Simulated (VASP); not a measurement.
Input of a VASP 6.6.1 run:

Contents of INCAR:

```
PREC     = Accurate       # precision mode
ENCUT    = 520            # plane-wave cutoff, eV
EDIFF    = 1E-6           # SCF threshold, eV
ISMEAR   = -1             # smearing method
SIGMA    = 0.02           # smearing width, eV
LREAL    = F              # projectors in reciprocal space
LASPH    = T              # aspherical terms in the spheres
NELM     = 60             # most SCF steps
ALGO     = Normal         # electronic algorithm
ISIF     = 2              # what is computed and relaxed
LWAVE    = F              # write WAVECAR
LCHARG   = T              # write CHGCAR
GGA      = PE             # functional
LELF     = T              # ELF
LVHAR    = T            
NBANDS   = 16             # bands
```

File KPOINTS:

```
regular mesh
0
Gamma
  8 8 8
```

Contents of POSCAR:

```
GaSb
1.0
    0.0000000000      3.0045612220      3.1168731906
    3.0045612220      0.0000000000      3.1168731906
    3.0045612220      3.0045612220      0.0000000000
Ga Sb
1 1
Direct
    0.0000000000      0.0000000000      0.0000000000
    0.2500000000      0.2500000000      0.2500000000
```

Potentials or basis: VASP PAW PBE potentials, release 64 (Ga_d, Sb).

Launch:

```sh
$ cat potpaw_PBE.64/Ga_d/POTCAR potpaw_PBE.64/Sb/POTCAR > POTCAR
$ mpirun -np 1 vasp_std > vasp.out
```

Question: Estimate the pressure.

Answer: 3.4 GPa.

Question: Predict the band gap on the k mesh.

Answer: 0.07 eV, direct.

Stress tensor (GPa, compression positive):
```
3.93 0.00 0.00
0.00 3.93 0.00
0.00 0.00 2.22
```

Caveat: the cell differs from its parent crystal (epitaxial xy strain -2.0%); spin-orbit coupling is left out, which moves the levels of the heavy elements. A k mesh can miss the band edges.
